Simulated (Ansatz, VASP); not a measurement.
Two plane-wave programs on Si

```
Si
1.0
     2.53230    0.00000    0.00000
    -1.26615    2.19303    0.00000
     0.00000    0.00000    4.50627
Si
2
Direct
  0.33333 0.66667 0.25000
  0.66667 0.33333 0.75000
```

Change from the starting cell: strain -0.050 along x and y, +0.000 along z, atoms carried along.

Alike in both runs: task single point; functional LDA; k mesh 24 × 24 × 10; occupations gaussian, width 0.15 eV; no spin polarisation.

```csv
,VASP,Ansatz
version,VASP 6.6.1,Ansatz 0.2.0
potentials or method,"VASP PAW LDA potentials, release 64 (Si), cutoff 520 eV","scalar-relativistic, plane waves, PAW"
valence electrons in the cell,8,8
```

Ansatz gave:

- gap on the k mesh at the Fermi level (eV): none
- pressure (GPa): 11.9
- traceless stress, the component that is largest in VASP (GPa): -3.80

Q: Which values does VASP return?

A: gap on the k mesh at the Fermi level (eV): none; pressure (GPa): 12.0; traceless stress, the component that is largest in VASP (GPa): -3.77.

LDA's correlation is that of Perdew and Zunger in VASP and of Perdew and Wang (1992) in Ansatz. A gap of «none» marks a metal or a gap that the smearing closes.
